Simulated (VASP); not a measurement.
A run of VASP 6.6.1 is set up as follows.

INCAR

```
ALGO = Normal
EDIFF = 1E-6
EDIFFG = -0.005
ENCUT = 600
GGA = PS
IBRION = 2
ISIF = 3
ISMEAR = -1
LASPH = True
LCHARG = False
LREAL = False
LWAVE = False
NELM = 100
NSW = 80
PREC = Accurate
SIGMA = 0.05
```

File KPOINTS:

```
k-points
0
Gamma
  11 11 11
```

The input POSCAR:

```
W
1.0
    0.0000000000      2.0300000000      2.0300000000
    2.0300000000      0.0000000000      2.0300000000
    2.0300000000      2.0300000000      0.0000000000
W
1
Direct
    0.0000000000      0.0000000000      0.0000000000
```

Potentials or basis: VASP PAW PBE potentials, release 64 (W_sv).

Run with:

```console
$ cat potpaw_PBE.64/W_sv/POTCAR > POTCAR
$ mpirun -np 1 vasp_std > vasp.out
```

(1) What does it give for the space group after relaxing (to 0.05 Å)?

(2) Estimate the band gap on the k mesh.

Results:

(1) Fm-3m (No. 225).

(2) zero (band 7 reaches 13.45 eV, above the bottom of band 8 at 10.05 eV).

Caveat: spin-orbit coupling is left out, which moves the levels of the heavy elements.
